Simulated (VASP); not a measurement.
Runs of VASP 6.6.1 on MgSnO4. The structure is that of space group P6/mmm (No. 191), or close to it. The cells are those of the table. The cell was generated, and may not be a known phase.

| task | cell | k mesh | cutoff (eV) | gap on the mesh (eV) | pressure (GPa) | relaxed volume (Å³/atom) |
| --- | --- | --- | --- | --- | --- | --- |
| single point | a = 3.802, b = 3.802, c = 10.300 Å, angles 90.0, 90.0, 120.0°, 6 atoms | 12 × 12 × 4 | 520 | none | 0.0 | - |
| single point | a = 4.451, b = 4.451, c = 4.806 Å, angles 90.0, 90.0, 120.0°, 6 atoms | 6 × 6 × 4 | 520 | none | -6.2 | - |
| single point | a = 3.801, b = 3.801, c = 9.070 Å, angles 90.0, 90.0, 120.0°, 6 atoms | 6 × 6 × 4 | 520 | none | 0.1 | - |
| relaxation of cell and atoms | relaxed from a = 3.801, b = 3.801, c = 9.070 Å, angles 90.0, 90.0, 120.0°, 6 atoms | 12 × 12 × 4 | 600 | none | 0.0 | 20.54 |
| relaxation of cell and atoms | relaxed from a = 4.451, b = 4.451, c = 4.806 Å, angles 90.0, 90.0, 120.0°, 6 atoms | 6 × 6 × 4 | 600 | none | -0.3 | (a) |

Alike in all rows: level PBE; potentials or basis VASP PAW PBE potentials, release 64 (Mg, Sn_d, O); no spin polarisation; smearing gaussian 0.1 eV.

**Question.** Fill in the values left out.

**Answer.** (a) 13.54.

Caveats: spin-orbit coupling is left out, which moves the levels of the heavy elements; semilocal functionals underestimate gaps, and a narrow one can read as zero (at least some runs); the stress differs along the axes, from -19 to 19 GPa (at least some runs); a cell axis changed by over 15 % at a fixed basis, so the end point is rough (at least some runs).

A k mesh can miss the band edges, and the runs leave out spin-orbit coupling on Sn.

A gap of «none» marks levels without a gap at the run's occupations.
